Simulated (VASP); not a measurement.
# Cs (P6_3/mmc) in VASP: single point with PBE

Aim: the single point of Cs with PBE.

All numbers are computed with VASP 6.6.1; they aren't measurements. Logs are shortened: lines on timing, memory, paths and dates and some standing lists are left out, and cuts for length are marked.

## Step 1: The cell of the first run

The structure is hexagonal, space group P6_3/mmc (No. 194). Conventional cell: a = 5.207 Å, b = 5.207 Å, c = 8.639 Å, α = 90.00°, β = 90.00°, γ = 120.00°.

This isn't the form of Cs at room conditions, which is bcc.

## Step 2: Single point, PBE (Rb replaced by Cs, lengths x 1.065, strained)

Input file INCAR:

```
SYSTEM = Cs
PREC = Accurate
ENCUT = 520
EDIFF = 1E-7
ISMEAR = 0
SIGMA = 0.1
LREAL = .FALSE.
LASPH = .TRUE.
NELM = 100
ALGO = Fast
ISIF = 2
LWAVE = .FALSE.
LCHARG = .TRUE.
GGA = PE
LELF = .TRUE.
LVHAR = .TRUE.
NBANDS = 16
```

Input file KPOINTS:

```
Automatic mesh
0
G
  9 9 6
  0 0 0
```

Input file POSCAR:

```
Cs
1.0
    5.2067884722      0.0000000000      0.0000000000
   -2.6033942361      4.5092110890      0.0000000000
    0.0000000000      0.0000000000      8.6388015227
Cs
2
Direct
    0.3333333300      0.6666666700      0.2500000000
    0.6666666700      0.3333333300      0.7500000000
```

Potentials or basis: VASP PAW PBE potentials, release 64 (Cs_sv).

The run is started by

```
cat potpaw_PBE.64/Cs_sv/POTCAR > POTCAR
mpirun -np 1 vasp_std > vasp.out
```

OUTCAR:

```text
SYSTEM = Cs
   PREC = Accurate
   ENCUT = 520
   EDIFF = 1E-7
   ISMEAR = 0
   LREAL = .FALSE.
   LASPH = .TRUE.
   NELM = 100
   ISIF = 2
   GGA = PE

 ion  position               nearest neighbor table
   1  0.333  0.667  0.250-
   2  0.667  0.333  0.750-

  LATTYP: Found a hexagonal cell.
 ALAT       =     5.2067884722
 C/A-ratio  =     1.6591420160

  Lattice vectors:

 A1 = (   5.2067884722,   0.0000000000,   0.0000000000)
 A2 = (  -2.6033942361,   4.5092110890,   0.0000000000)
 A3 = (   0.0000000000,   0.0000000000,   8.6388015227)

Analysis of symmetry for initial positions (statically):
=====================================================================
 Subroutine PRICEL returns:
 Original cell was already a primitive cell.

 Routine SETGRP: Setting up the symmetry group for a
 hexagonal supercell.

 Subroutine GETGRP returns: Found 24 space group operations
 (whereof 12 operations were pure point group operations)
 out of a pool of 24 trial point group operations.

The static configuration has the point symmetry D_3d.
 The point group associated with its full space group is D_6h.

Analysis of symmetry for dynamics (positions and initial velocities):
=====================================================================
 Subroutine PRICEL returns:
 Original cell was already a primitive cell.

 Routine SETGRP: Setting up the symmetry group for a
 hexagonal supercell.

 Subroutine GETGRP returns: Found 24 space group operations
 (whereof 12 operations were pure point group operations)
 out of a pool of 24 trial point group operations.

The dynamic configuration has the point symmetry D_3d.
 The point group associated with its full space group is D_6h.

 Subroutine INISYM returns: Found 24 space group operations
 (whereof 12 operations are pure point group operations),
 and found     1 'primitive' translations

----------------------------------------------------------------------------------------

                                     Primitive cell

  volume of cell :     202.8262

  direct lattice vectors                    reciprocal lattice vectors
     5.206788472  0.000000000  0.000000000     0.192056967  0.110884141  0.000000000
    -2.603394236  4.509211089  0.000000000     0.000000000  0.221768283  0.000000000
     0.000000000  0.000000000  8.638801523     0.000000000  0.000000000  0.115756798

  length of vectors
     5.206788472  5.206788472  8.638801523     0.221768283  0.221768283  0.115756798

  position of ions in fractional coordinates (direct lattice)
     0.333333330  0.666666670  0.250000000
     0.666666670  0.333333330  0.750000000

  ion indices of the primitive-cell ions
   primitive index   ion index
                 1           1
                 2           2

----------------------------------------------------------------------------------------

 KPOINTS: Automatic mesh

Automatic generation of k-mesh.
 Grid dimensions read from file:
 generate k-points for:    9    9    6

 Generating k-lattice:

  Cartesian coordinates                     Fractional coordinates (reciprocal lattice)
     0.021339663  0.012320460  0.000000000     0.111111111  0.000000000  0.000000000
     0.000000000  0.024640920  0.000000000     0.000000000  0.111111111  0.000000000
     0.000000000  0.000000000  0.019292800     0.000000000  0.000000000  0.166666667

  Length of vectors
     0.024640920  0.024640920  0.019292800

  Shift w.r.t. Gamma in fractional coordinates (k-lattice)
     0.000000000  0.000000000  0.000000000

 Subroutine IBZKPT returns following result:
 ===========================================

 Found     48 irreducible k-points:

 Following reciprocal coordinates:
            Coordinates               Weight
  0.000000  0.000000  0.000000      1.000000
  0.111111 -0.000000  0.000000      6.000000
  0.222222 -0.000000  0.000000      6.000000
  0.333333  0.000000  0.000000      6.000000
  0.444444 -0.000000  0.000000      6.000000
  0.111111  0.111111  0.000000      6.000000
[... 16 lines left out ...]
  0.333333  0.222222  0.166667     24.000000
  0.333333  0.333333  0.166667      4.000000
 [... further k-points ...]
   k-points           NKPTS =     48   k-points in BZ     NKDIM =     48   number of bands    NBANDS=     16
   number of dos      NEDOS =    301   number of ions     NIONS =      2
   total plane-waves  NPLWV = 102400
   dimension x,y,z NGX =    40 NGY =   40 NGZ =   64
   dimension x,y,z NGXF=    80 NGYF=   80 NGZF=  128
   ions per type =               2
   NGX,Y,Z   is equivalent  to a cutoff of  12.77, 12.77, 12.32 a.u.
   NGXF,Y,Z  is equivalent  to a cutoff of  25.54, 25.54, 24.63 a.u.
 SYSTEM =  Cs
   PREC   = accura    normal or accurate (medium, high low for compatibility)
   ISTART =      0    job   : 0-new  1-cont  2-samecut
   ICHARG =      2    charge: 1-file 2-atom 10-const
   ISPIN  =      1    spin polarized calculation?
   LNONCOLLINEAR =      F non collinear calculations
   LSORBIT =      F    spin-orbit coupling
   LASPH  =      T    aspherical Exc in radial PAW
   ENCUT  =  520.0 eV  38.22 Ry    6.18 a.u.   9.68  9.68 16.06*2*pi/ulx,y,z
   NELM   =    100;   NELMIN=  2; NELMDL= -5     # of ELM steps
   EDIFF  = 0.1E-06   stopping-criterion for ELM
   LREAL  =      F    real-space projection
   EDIFFG = 0.1E-05   stopping-criterion for IOM
   NSW    =      0    number of steps for IOM
   IBRION =     -1    ionic relax: 0-MD 1-quasi-New 2-CG
   NFREE  =      0    steps in history (QN), initial steepest desc. (CG)
   ISIF   =      2    stress and relaxation
   ISYM   =      2    0-nonsym 1-usesym 2-fastsym
   POTIM  = 0.5000    time-step for ionic-motion
   TEBEG  =    0.0;   TEEND  =   0.0 temperature during run
   PSTRESS=    0.0 pullay stress
   NELECT =      18.0000    total number of electrons
   NUPDOWN=      -1.0000    fix difference up-down
   EMIN   =  10.00;   EMAX   =-10.00  energy-range for DOS
   EFERMI =   0.00;   METHOD = LEGACY
   ISMEAR =     0;   SIGMA  =   0.10  broadening in eV -4-tet -1-fermi 0-gaus
   EFERMI_NEDOS =   21; number of points for ismear=-14 and -15
   IALGO  =     68    algorithm
   IMIX   =      4    mixing-type and parameters
     AMIX     =   0.40;   BMIX     =  1.00
     AMIX_MAG =   1.60;   BMIX_MAG =  1.00
  volume/ion in A,a.u.               =     101.41       684.37
  Fermi-wavevector in a.u.,A,eV,Ry     =   0.730227  1.379928  7.255047  0.533231
  Thomas-Fermi vector in A             =   1.822144
   LORBIT       =      0    0 simple, 1 ext, 2 COOP (PROOUT), +10 PAW based schemes
   GGA     = PE    functional components
   LHFCALC =     F    Hartree Fock is set to
   AEXX    =    0.0000 exact exchange contribution
   IVDW    =     0    specifies the selected vdW correction
   LEPSILON=     F    determine dielectric tensor
   LRPA    =     F    only Hartree local field effects (RPA)
 non-spin polarized calculation
 RMM-DIIS sequential band-by-band and
 Gauss-broadening in eV      SIGMA  =   0.10
  energy-cutoff  :      520.00
  volume of cell :      202.83
 maximum number of plane-waves:      5492
 NGX is ok and might be reduce to    40
   NGX = 19   NGY = 19   NGZ = 33

 number of electron      18.0000004 magnetization

 Free energy of the ion-electron system (eV)
  ---------------------------------------------------
  ext. energy  EPLUGINS =         0.00000000
  ---------------------------------------------------
  free energy    TOTEN  =        -1.67780375 eV

  energy without entropy =       -1.66427706  energy(sigma->0) =       -1.67104040

 E-fermi :   0.8061     XC(G=0):  -5.7329

 val. band max:        0.7935268277   @ k =   0.3333   0.1111   0.5000
 cond. band min:       0.8302439564   @ k =   0.1111  -0.0000   0.0000
 fundamental gap:      0.0367171287
 Fermi energy:         0.8060598975

 k-point     1 :       0.0000    0.0000    0.0000
  band No.  band energies     occupation
      1     -23.0022      2.00000
      2     -22.9919      2.00000
      3      -9.9253      2.00000
      4      -9.7467      2.00000
      5      -9.7467      2.00000
      6      -9.7250      2.00000
[... 8 lines left out ...]
     15       3.5971      0.00000
     16       3.5974      0.00000

 k-point     2 :       0.1111   -0.0000    0.0000
  band No.  band energies     occupation
      1     -23.0010      2.00000
      2     -22.9912      2.00000
      3      -9.9171      2.00000
      4      -9.7665      2.00000
      5      -9.7527      2.00000
      6      -9.7419      2.00000
[... 8 lines left out ...]
     15       3.4538      0.00000
     16       3.7353      0.00000

 k-point     3 :       0.2222   -0.0000    0.0000
  band No.  band energies     occupation
      1     -22.9978      2.00000
      2     -22.9896      2.00000
      3      -9.8949      2.00000
      4      -9.8167      2.00000
      5      -9.7919      2.00000
      6      -9.7674      2.00000
[... 8 lines left out ...]
     15       3.5751      0.00000
     16       3.7467      0.00000

 k-point     4 :       0.3333    0.0000    0.0000
  band No.  band energies     occupation
      1     -22.9940      2.00000
      2     -22.9881      2.00000
      3      -9.8738      2.00000
      4      -9.8648      2.00000
      5      -9.8460      2.00000
      6      -9.7834      2.00000
[... 8 lines left out ...]
     15       3.3308      0.00000
     16       4.1637      0.00000
[... 324 lines left out ...]
 k-point    22 :       0.2222    0.2222    0.1667
  band No.  band energies     occupation
      1     -22.9919      2.00000
      2     -22.9879      2.00000
      3      -9.8783      2.00000
      4      -9.8726      2.00000
      5      -9.8264      2.00000
      6      -9.8054      2.00000
[... 8 lines left out ...]
     15       2.7890      0.00000
     16       4.1581      0.00000

 k-point    23 :       0.3333    0.2222    0.1667
  band No.  band energies     occupation
      1     -22.9895      2.00000
      2     -22.9875      2.00000
      3      -9.8936      2.00000
      4      -9.8742      2.00000
      5      -9.8349      2.00000
      6      -9.8080      2.00000
[... 8 lines left out ...]
     15       2.9931      0.00000
     16       4.1832      0.00000

 k-point    24 :       0.3333    0.3333    0.1667
  band No.  band energies     occupation
      1     -22.9881      2.00000
      2     -22.9881      2.00000
      3      -9.8746      2.00000
      4      -9.8630      2.00000
      5      -9.8630      2.00000
      6      -9.8244      2.00000
[... 8 lines left out ...]
     15       3.1143      0.00000
     16       4.2681      0.00000

 [... further k-points ...]

------------------------ aborting loop because EDIFF is reached ----------------------------------------

  FORCE on cell =-STRESS in cart. coord.  units (eV):
  Direction    XX          YY          ZZ          XY          YZ          ZX
  --------------------------------------------------------------------------------------
  -------------------------------------------------------------------------------------
  Total        0.4587343      0.4587343      0.4180540      0.0000000      0.0000000      0.0000000
  in kB        3.6236628      3.6236628      3.3023187      0.0000000      0.0000000      0.0000000
  external PRESSURE =       3.5165481 kB  Pullay stress =       0.0000000 kB

 VOLUME and BASIS-vectors are now :
 -----------------------------------------------------------------------------
  energy-cutoff  :      520.00
  volume of cell :      202.83
      direct lattice vectors                 reciprocal lattice vectors
     5.206788472  0.000000000  0.000000000     0.192056967  0.110884141  0.000000000
    -2.603394236  4.509211089  0.000000000     0.000000000  0.221768283  0.000000000
     0.000000000  0.000000000  8.638801523     0.000000000  0.000000000  0.115756798

 POSITION                                       TOTAL-FORCE (eV/Angst)
 -----------------------------------------------------------------------------------
     -0.00000      3.00614      2.15970         0.000000      0.000000      0.000000
      2.60339      1.50307      6.47910        -0.000000      0.000000      0.000000
 -----------------------------------------------------------------------------------
    total drift:                               -0.000005      0.000003     -0.000000

  FREE ENERGIE OF THE ION-ELECTRON SYSTEM (eV)
  ---------------------------------------------------
  free  energy   TOTEN  =        -1.6778037465 eV

  energy  without entropy=       -1.6642770563  energy(sigma->0) =       -1.67104040
```

It took 3.8 min on 1 thread of Intel Xeon 8259CL, shared host; peak memory 0.37 GiB.

What came out:

* Free energy: -1.6778 eV
* Pressure: 0.4 GPa
* Band gap on the k mesh: zero (bands 9 and 10 overlap by 1.93 eV)

Levels at points of the mesh, in eV from the Fermi level:
```tsv
k point	band 7	band 8	band 9	band 10	band 11	band 12
(0.00, 0.00, 0.00)	-10.53	-10.53	-1.82	-0.12	0.84	2.40
(0.00, 0.00, 0.50)	-10.54	-10.54	-1.15	-1.15	1.61	1.61
```

Caveat: the cell differs from its parent crystal (Rb replaced by Cs, lengths x 1.065, strained); spin-orbit coupling is left out, which moves the levels of the heavy elements.
